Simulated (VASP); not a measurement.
Input of a VASP 6.6.1 run:

Contents of INCAR:

```
SYSTEM = BAs
PREC = Accurate ; ENCUT = 520
EDIFF = 1E-6 ; ISMEAR = -1
SIGMA = 0.15 ; LREAL = .False.
LASPH = .True. ; NELM = 150
ALGO = Normal ; ISIF = 2
LWAVE = .False. ; LCHARG = .False.
ISPIN = 2 ; MAGMOM = 0.5 0
LORBIT = 11 ; GGA = PS
NBANDS = 15
```

KPOINTS

```
Automatic mesh
0
Gamma
  10 10 10
  0 0 0
```

File POSCAR:

```
BAs
1.0
    0.0000000000      2.4043183418      2.4043183418
    2.4043183418      0.0000000000      2.4043183418
    2.4043183418      2.4043183418      0.0000000000
As B
1 1
Direct
    0.7500000000      0.7500000000      0.7500000000
    0.0000000000      0.0000000000      0.0000000000
```

Potentials or basis: VASP PAW PBE potentials, release 64 (As, B).

Run with:

```bash
$ cat potpaw_PBE.64/As/POTCAR potpaw_PBE.64/B/POTCAR > POTCAR
$ mpirun -np 1 vasp_std > vasp.out
```

Problem. Predict the net moment.

Solution. 0.00 μB per cell.

Problem. What does it give for the pressure?

Solution. -2.6 GPa.

Problem. What does it give for the band gap on the k mesh?

Solution. 1.10 eV, indirect (least direct gap 3.22 eV).

Caveat: the PAW data sets were made with another functional, which shifts forces and pressure a little. A k mesh can miss the band edges.
